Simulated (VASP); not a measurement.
# Li4Nb4O11 (a cell with a defect) in VASP: a series of runs, part 2 of 2

VASP 6.6.1.

### Step 4. Single point, PBE

The input, INCAR:

```
SYSTEM = Li4Nb4O11
PREC = Accurate
ENCUT = 520
EDIFF = 1E-6
ISMEAR = 0
SIGMA = 0.05
LREAL = Auto
LASPH = .TRUE.
NELM = 100
ALGO = Normal
ISIF = 2
LWAVE = .FALSE.
LCHARG = .FALSE.
GGA = PE
NBANDS = 80
NELECT = 128.0
```

The input, KPOINTS:

```
Automatic mesh
0
G
  4 4 4
  0 0 0
```

The input, POSCAR:

```
Li4Nb4O11
1.0
    5.2231019317      0.0000000000      0.0000000000
    0.0000000000      3.0155593063     -4.5984613597
    0.0000000000      6.0311186126      4.5984613597
Li Nb O
4 4 11
Direct
    0.0000000000      0.5000000000      0.2500000000
    0.5000000000      0.0000000000      0.7500000000
    0.0000000000      0.5000000000      0.7500000000
    0.5000000000      0.0000000000      0.2500000000
    0.5000000000      0.5000000000      0.5000000000
    0.0000000000      0.0000000000      0.0000000000
    0.0000000000      0.0000000000      0.5000000000
    0.5000000000      0.5000000000      0.0000000000
    0.8803293659      0.0000000000      0.2500000000
    0.3803293659      0.5000000000      0.7500000000
    0.8098353170      0.6901646830      0.9401646830
    0.8098353170      0.3098353170      0.5598353170
    0.3098353170      0.8098353170      0.0598353170
    0.1196706341      0.0000000000      0.7500000000
    0.6196706341      0.5000000000      0.2500000000
    0.6901646830      0.8098353170      0.5598353170
    0.1901646830      0.3098353170      0.0598353170
    0.2267799245      1.2738282990      0.4401646830
    0.6901646830      0.1901646830      0.9401646830
```

Potentials or basis: VASP PAW PBE potentials, release 64 (Li_sv, Nb_sv, O).

On the command line:

```bash
cat potpaw_PBE.64/Li_sv/POTCAR potpaw_PBE.64/Nb_sv/POTCAR potpaw_PBE.64/O/POTCAR > POTCAR
mpirun -np 1 vasp_std > vasp.out
```

OUTCAR:

```text
SYSTEM = Li4Nb4O11
   PREC = Accurate
   ENCUT = 520
   EDIFF = 1E-6
   ISMEAR = 0
   LREAL = Auto
   LASPH = .TRUE.
   NELM = 100
   ISIF = 2
   GGA = PE
   NELECT = 128.0

 ion  position               nearest neighbor table
   1  0.000  0.500  0.250-  15 1.99  17 1.99
   2  0.500  0.000  0.750-  14 1.99  16 1.99  19 1.99
   3  0.000  0.500  0.750-  10 1.99  11 1.99  12 1.99
   4  0.500  0.000  0.250-   9 1.99  13 1.99
   5  0.500  0.500  0.500-  18 1.93  12 2.00  16 2.00  10 2.00  15 2.00
   6  0.000  0.000  0.000-  13 2.00  19 2.00  17 2.00  11 2.00   9 2.00  14 2.00
   7  0.000  0.000  0.500-  18 1.99  16 2.00  12 2.00   9 2.00  14 2.00
   8  0.500  0.500  0.000-  11 2.00  17 2.00  13 2.00  19 2.00  10 2.00  15 2.00
   9  0.880  0.000  0.250-   4 1.99   6 2.00   7 2.00
  10  0.380  0.500  0.750-   3 1.99   5 2.00   8 2.00
  11  0.810  0.690  0.940-   3 1.99   8 2.00   6 2.00
  12  0.810  0.310  0.560-   3 1.99   5 2.00   7 2.00
  13  0.310  0.810  0.060-   4 1.99   6 2.00   8 2.00
  14  0.120  0.000  0.750-   2 1.99   6 2.00   7 2.00
  15  0.620  0.500  0.250-   1 1.99   5 2.00   8 2.00
  16  0.690  0.810  0.560-   2 1.99   7 2.00   5 2.00
  17  0.190  0.310  0.060-   1 1.99   8 2.00   6 2.00
  18  0.227  0.274  0.440-   5 1.93   7 1.99
  19  0.690  0.190  0.940-   2 1.99   6 2.00   8 2.00

  LATTYP: Found a simple monoclinic cell.
 ALAT       =     5.4990403532
 B/A-ratio  =     0.9498206225
 C/A-ratio  =     1.3791878824
 COS(beta)  =    -0.0709408676

  Lattice vectors:

 A1 = (   0.0000000000,   3.0155593063,  -4.5984613597)
 A2 = (  -5.2231019317,   0.0000000000,   0.0000000000)
 A3 = (   0.0000000000,   6.0311186126,   4.5984613597)

Analysis of symmetry for initial positions (statically):
=====================================================================
 Subroutine PRICEL returns:
 Original cell was already a primitive cell.

 Routine SETGRP: Setting up the symmetry group for a
 simple monoclinic supercell.

 Subroutine GETGRP returns: Found  1 space group operations
 (whereof  1 operations were pure point group operations)
 out of a pool of  4 trial point group operations.
[... 175 lines left out ...]
   LHFCALC =     F    Hartree Fock is set to
   AEXX    =    0.0000 exact exchange contribution
   IVDW    =     0    specifies the selected vdW correction
   LEPSILON=     F    determine dielectric tensor
   LRPA    =     F    only Hartree local field effects (RPA)
 non-spin polarized calculation
 Gauss-broadening in eV      SIGMA  =   0.05
  energy-cutoff  :      520.00
  volume of cell :      217.29
 maximum number of plane-waves:      5888
 NGX is ok and might be reduce to    40
   NGX = 19   NGY = 21   NGZ = 29

 number of electron     127.9999975 magnetization

 Free energy of the ion-electron system (eV)
  ---------------------------------------------------
  ext. energy  EPLUGINS =         0.00000000
  ---------------------------------------------------
  free energy    TOTEN  =      -158.95453011 eV

  energy without entropy =     -158.95453011  energy(sigma->0) =     -158.95453011

 E-fermi :   4.2280     XC(G=0): -10.3111

 val. band max:        3.9432947208   @ k =   0.2500   0.0000   0.5000
 cond. band min:       4.5844023568   @ k =   0.0000   0.0000   0.5000
 fundamental gap:      0.6411076360
 Fermi energy:         4.2280319440

 k-point     1 :       0.0000    0.0000    0.0000
  band No.  band energies     occupation
      1     -52.0752      2.00000
      2     -51.7124      2.00000
      3     -50.6334      2.00000
      4     -50.5805      2.00000
      5     -39.7399      2.00000
      6     -39.7060      2.00000
[... 1885 lines left out ...]
     75       8.1604      0.00000
     76       8.3874      0.00000

 [... further k-points ...]

 [bands above 76 left out]

------------------------ aborting loop because EDIFF is reached ----------------------------------------

  FORCE on cell =-STRESS in cart. coord.  units (eV):
  Direction    XX          YY          ZZ          XY          YZ          ZX
  --------------------------------------------------------------------------------------
  -------------------------------------------------------------------------------------
  Total      -20.9016303    -20.4873125    -24.9095148     -0.5391482     -0.8099288     -1.4905410
  in kB     -154.1205578   -151.0655380   -183.6731522     -3.9754711     -5.9721025    -10.9906744
  external PRESSURE =    -162.9530827 kB  Pullay stress =       0.0000000 kB

 VOLUME and BASIS-vectors are now :
 -----------------------------------------------------------------------------
  energy-cutoff  :      520.00
  volume of cell :      217.29
      direct lattice vectors                 reciprocal lattice vectors
     5.223101932  0.000000000  0.000000000     0.191457110  0.000000000  0.000000000
     0.000000000  3.015559306 -4.598461360     0.000000000  0.110537814 -0.144976029
     0.000000000  6.031118613  4.598461360     0.000000000  0.110537814  0.072488014

 POSITION                                       TOTAL-FORCE (eV/Angst)
 -----------------------------------------------------------------------------------
      0.00000      3.01556     -1.14962        -0.268345     -1.103778     -0.014046
      2.61155      4.52334      3.44885         0.192551      0.605260      0.380514
      0.00000      6.03112      1.14962        -0.088725      0.495487      0.546579
      2.61155      1.50778      1.14962         0.293180     -0.545374     -0.703493
      2.61155      4.52334      0.00000         3.593901     -0.119710      2.669678
      0.00000      0.00000      0.00000        -0.345894      0.061067     -0.114892
[... 11 lines left out ...]
      1.18449      3.48043      0.76489         1.185890     -0.680714     -0.030402
      3.60480      6.24370      3.44885         0.198105      0.086116      0.000832
 -----------------------------------------------------------------------------------
    total drift:                               -0.004112      0.002207     -0.005660

  FREE ENERGIE OF THE ION-ELECTRON SYSTEM (eV)
  ---------------------------------------------------
  free  energy   TOTEN  =      -158.9545301055 eV

  energy  without entropy=     -158.9545301055  energy(sigma->0) =     -158.95453011
```

OSZICAR:

```text
N       E                     dE             d eps       ncg     rms          rms(c)
DAV:   1     0.147876880310E+04    0.14788E+04   -0.67703E+04  5760   0.168E+03
DAV:   2    -0.292778666278E+02   -0.15080E+04   -0.14366E+04  7040   0.601E+02
DAV:   3    -0.183622238343E+03   -0.15434E+03   -0.15274E+03  8480   0.175E+02
DAV:   4    -0.195654044142E+03   -0.12032E+02   -0.11993E+02 10472   0.449E+01
DAV:   5    -0.196676199832E+03   -0.10222E+01   -0.10212E+01  9184   0.932E+00    0.366E+01
DAV:   6    -0.159792879795E+03    0.36883E+02   -0.17387E+02  7776   0.567E+01    0.143E+01
DAV:   7    -0.159188561104E+03    0.60432E+00   -0.18386E+01  8736   0.185E+01    0.683E+00
DAV:   8    -0.159029576059E+03    0.15899E+00   -0.24105E+00  9720   0.714E+00    0.397E+00
DAV:   9    -0.158953599809E+03    0.75976E-01   -0.68137E-01  8312   0.415E+00    0.147E+00
DAV:  10    -0.158953200690E+03    0.39912E-03   -0.77016E-02  7488   0.140E+00    0.553E-01
DAV:  11    -0.158953691709E+03   -0.49102E-03   -0.15281E-02  9144   0.622E-01    0.187E-01
DAV:  12    -0.158954380027E+03   -0.68832E-03   -0.25766E-03  8200   0.245E-01    0.877E-02
DAV:  13    -0.158954479999E+03   -0.99972E-04   -0.52548E-04  8560   0.102E-01    0.380E-02
DAV:  14    -0.158954520870E+03   -0.40871E-04   -0.81127E-05  7352   0.451E-02    0.147E-02
DAV:  15    -0.158954528666E+03   -0.77958E-05   -0.21149E-05  8848   0.225E-02    0.773E-03
DAV:  16    -0.158954529874E+03   -0.12082E-05   -0.36310E-06  5576   0.888E-03    0.345E-03
DAV:  17    -0.158954530106E+03   -0.23150E-06   -0.73805E-07  4432   0.613E-03
   1 F= -.15895453E+03 E0= -.15895453E+03  d E =-.731955E-17
```

Run time: 31 min. Hardware: 1 thread of Intel Xeon 8259CL, shared host; peak memory 0.53 GiB.

What came out:

- Free energy: -158.9545 eV
- Largest force: 4.806 eV/Å

Forces in eV/Å, atoms in the order of the input:
```
Li  -0.268 -1.104 -0.014
Li   0.193  0.605  0.381
Li  -0.089  0.495  0.547
Li   0.293 -0.545 -0.703
Nb   3.594 -0.120  2.670
Nb  -0.346  0.061 -0.115
Nb  -3.066  2.768 -2.456
Nb   0.119 -0.482 -0.097
O    0.635  1.131  2.003
O    0.015 -1.243 -1.433
O    0.000  0.156 -0.116
O   -1.966 -0.292  0.174
O   -0.087  0.390  0.276
O    0.241 -2.584 -1.244
O   -0.667  1.641  0.972
O    0.005 -0.212 -0.942
O    0.012 -0.070  0.128
O    1.186 -0.681 -0.030
O    0.198  0.086  0.001
```

Caveat: the cell carries a net charge on a neutralising background, which shifts energy and pressure; the cell differs from its parent crystal (atoms taken out, atom 18 moved 1.125 of the way to it and -0.525 Å across, host rigid); the cell is charged against a uniform background, so pressure and absolute levels hang on convention; the cutoff is under 1.25 times the usual one of these potentials, so pressure, stress and relaxed cells hold a basis-set (Pulay) error.

### Step 5. Single point, PBE

The input, INCAR:

```
ALGO = Normal ; EDIFF = 1E-6
ENCUT = 520 ; GGA = PE
ISIF = 2 ; ISMEAR = 0
LASPH = T ; LCHARG = F
LREAL = Auto ; LWAVE = F
NBANDS = 80 ; NELECT = 128.0
NELM = 100 ; PREC = Accurate
SIGMA = 0.05
```

The input, KPOINTS:

```
k-points
0
Gamma
  4 4 4
```

POSCAR: that of step 4 with these lines changed.

```diff
@@ -25,3 +25,3 @@
     0.1901646830      0.3098353170      0.0598353170
-    0.2267799245      1.2738282990      0.4401646830
+    0.2948764878      1.1276646830      0.4401646830
     0.6901646830      0.1901646830      0.9401646830
```

On the command line:

```bash
cat potpaw_PBE.64/Li_sv/POTCAR potpaw_PBE.64/Nb_sv/POTCAR potpaw_PBE.64/O/POTCAR > POTCAR
mpirun -np 1 vasp_std > vasp.out
```

Wall time 30 min (1 thread of Intel Xeon 8259CL, shared host); peak memory 0.53 GiB.

It converged, with:

```yaml
Free_energy: -158.6040 eV
Largest_force: 5.420 eV/Å
```

Forces on the atoms (eV/Å):
```
Li  -0.589 -1.303 -0.414
Li  -0.001  0.427  0.238
Li  -0.251  0.666  0.576
Li   0.336 -0.651 -0.482
Nb   4.965  0.613  2.084
Nb  -0.229 -0.171 -0.069
Nb  -3.824  2.495 -1.419
Nb   0.211 -0.222 -0.133
O    0.171  0.772  1.503
O   -0.325 -2.429 -1.896
O   -0.243  0.025  0.143
O   -0.961 -0.050 -0.850
O   -0.004  0.011  0.395
O   -0.158 -1.520 -0.332
O   -1.099  2.034  1.462
O   -1.684 -2.028  1.868
O    0.101  0.315  0.012
O    3.579  0.816 -2.459
O    0.003  0.200 -0.227
```

Levels at points of the mesh, in eV from the Fermi level:
```
           k point  band 61  band 62  band 63  band 64  band 65  band 66  band 67  band 68
(0.00, 0.00, 0.00)    -0.96    -0.45    -0.44    -0.34     0.24     0.96     1.46     1.69
(0.50, 0.00, 0.00)    -1.00    -0.87    -0.41    -0.33     1.01     1.48     1.64     2.01
(0.00, 0.50, 0.00)    -1.06    -0.90    -0.42    -0.41     1.17     1.51     1.64     2.13
(0.50, 0.50, 0.00)    -0.99    -0.94    -0.87    -0.85     0.52     1.26     1.45     1.61
(0.00, 0.00, 0.50)    -0.93    -0.43    -0.39    -0.29     0.22     0.95     1.98     2.27
(0.50, 0.00, 0.50)    -0.79    -0.68    -0.41    -0.33     0.96     1.50     1.91     2.36
(0.00, 0.50, 0.50)    -0.80    -0.76    -0.42    -0.39     1.12     1.45     1.98     2.36
(0.50, 0.50, 0.50)    -1.00    -0.95    -0.91    -0.82     0.51     1.27     1.97     2.23
```

Caveat: the cell carries a net charge on a neutralising background, which shifts energy and pressure; the cell differs from its parent crystal (atoms taken out, atom 18 moved 0.875 of the way to it and +0.000 Å across, host rigid); the cell is charged against a uniform background, so pressure and absolute levels hang on convention; the cutoff is under 1.25 times the usual one of these potentials, so pressure, stress and relaxed cells hold a basis-set (Pulay) error.
